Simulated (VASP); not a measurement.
**MnO: single point with PBEsol+D4**

The system is MnO.

```
CELL_PARAMETERS angstrom
0.00000 2.17851 2.17851
2.17851 0.00000 2.17851
2.17851 2.17851 0.00000
ATOMIC_POSITIONS crystal
Mn 0.00000 0.00000 0.00000
O 0.50000 0.50000 0.50000
```

| Item | Value |
| --- | --- |
| Program | VASP 6.6.1 |
| Task | single point |
| Functional | PBEsol |
| Dispersion | D4 |
| Potentials or basis | VASP PAW PBE potentials, release 64 (Mn_pv, O) |
| Cutoff | 520 eV |
| k mesh | 10 × 10 × 10 |
| Occupations | fermi-dirac, width 0.05 eV |
| Spin | collinear spin, ferromagnetic start |
| Starting moments | [4.0, 0.0] μB |

- Pressure: -3.1 GPa
- Net moment: 4.53 μB per cell
- Site moments: Mn +4.14; O +0.18 μB
- Valence electrons inside the program's atomic spheres: Mn 11.43; O 4.97
- Dispersion energy per atom: -0.141 eV

Levels at points of the mesh, in eV from the Fermi level:
Spin up:
```
           k point  band 9  band 10  band 11  band 12  band 13  band 14  band 15  band 16
(0.00, 0.00, 0.00)   -3.30    -3.30    -2.73    -2.73    -0.35    13.94    16.67    16.67
(0.50, 0.00, 0.00)   -2.28    -1.83     0.36     0.36     3.45     8.15    12.11    12.11
(0.50, 0.50, 0.00)   -2.24    -1.96    -1.96    -1.78     5.33     8.01    10.60    14.16
```
Spin down:
```tsv
k point	band 3	band 4	band 5	band 6	band 7	band 8	band 9	band 10	band 11	band 12
(0.00, 0.00, 0.00)	-45.78	-20.38	-3.74	-3.74	-3.74	0.42	0.42	0.42	0.85	1.12
(0.50, 0.00, 0.00)	-45.79	-19.27	-8.03	-5.38	-5.38	1.75	1.79	1.79	3.64	3.64
(0.50, 0.50, 0.00)	-45.81	-19.33	-6.99	-4.77	-4.77	-1.32	1.77	2.09	2.26	2.26
```

Wall time 62 s on 1 thread of Intel Xeon 8259CL, on a shared host, peak memory 0.16 GiB.

Caveat: the cell stands under tension; the PAW data sets were made with another functional, which shifts forces and pressure a little; a cell with one magnetic atom can't hold antiferromagnetic order, which such compounds often take; semilocal functionals often make such compounds metallic where correlation or magnetic order opens a gap, which also shifts bond lengths. With open d or f shells a metallic result of PBEsol can be an artefact of self-interaction; +U or a hybrid may open a gap.
